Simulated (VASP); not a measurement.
# Ir: relaxation of cell and atoms with r2SCAN

The system is Ir.

```xyz
2
Lattice="2.7233 0.0000 0.0000 -1.3616 2.3584 0.0000 0.0000 0.0000 4.4408" Properties=species:S:1:pos:R:3 pbc="T T T"
Ir    1.3616    0.7861    3.3306
Ir    0.0000    1.5723    1.1102
```

This isn't the form of Ir at room conditions, which is fcc.

```
Program                : VASP 6.6.1
Task                   : relaxation of cell and atoms
Functional             : r2SCAN
Potentials or basis    : VASP PAW PBE potentials, release 64 (Ir)
Cutoff                 : 600 eV
k mesh                 : 18 × 18 × 10
Occupations            : gaussian, width 0.1 eV
Spin                   : no spin polarisation
Dipole correction      : no
Further INCAR settings : ALGO = Normal; EDIFF = 1e-06; IBRION = 2; EDIFFG = -0.01; NSW = 80; ISIF = 3
```

| Quantity | Value |
| --- | --- |
| Relaxed volume | 14.36 Å³/atom |
| Relaxed cell | a = 2.735 Å, b = 2.735 Å, c = 4.432 Å, α = 90.00°, β = 90.00°, γ = 120.00° |
| Space group after relaxing (to 0.1 Å) | P6_3/mmc (No. 194) |
| Energy gained by relaxing | 1.2 meV/atom |
| Ionic steps | 5 |
| Pressure after relaxing | 0.0 GPa |
| Band gap on the k mesh | zero (bands 9 and 10 overlap by 3.37 eV) |

The path:
```csv
step,energy change (eV),largest force (eV/Å),pressure (GPa),volume (Å³)
1,0.0000,0.0000,2.53,28.52
2,0.0194,0.0000,-8.96,29.46
3,-0.0020,0.0000,-0.31,28.74
4,-0.0022,0.0000,0.18,28.70
5,-0.0023,0.0000,-0.01,28.71
```

Final structure:
```cif
data_structure
_symmetry_space_group_name_H-M 'P 1'
_symmetry_Int_Tables_number 1
_cell_length_a 2.7350
_cell_length_b 2.7350
_cell_length_c 4.4323
_cell_angle_alpha 90.000
_cell_angle_beta 90.000
_cell_angle_gamma 120.000
_cell_volume 28.71
loop_
_atom_site_label
_atom_site_type_symbol
_atom_site_fract_x
_atom_site_fract_y
_atom_site_fract_z
_atom_site_occupancy
Ir1 Ir 0.66667 0.33333 0.75000 1
Ir2 Ir 0.33333 0.66667 0.25000 1
```

Levels at points of the mesh, in eV from the Fermi level:
```csv
k point,band 7,band 8,band 9,band 10,band 11,band 12
"(0.00, 0.00, 0.00)",-3.26,-2.46,-2.46,-0.76,0.26,0.26
"(0.50, 0.00, 0.00)",-3.05,0.70,0.96,1.12,3.03,4.54
"(0.00, 0.00, 0.50)",-4.06,-4.06,-0.51,-0.51,-0.51,-0.51
"(0.50, 0.00, 0.50)",-0.97,-0.97,0.95,0.95,2.08,2.08
```

It took 6.5 min on 1 thread of Intel(R) Xeon(R) 6975P-C (Granite Rapids), with other jobs on the host, peak memory 0.25 GiB.

Caveat: the PAW data sets were made with another functional, which shifts forces and pressure a little; spin-orbit coupling is left out, which moves the levels of the heavy elements.
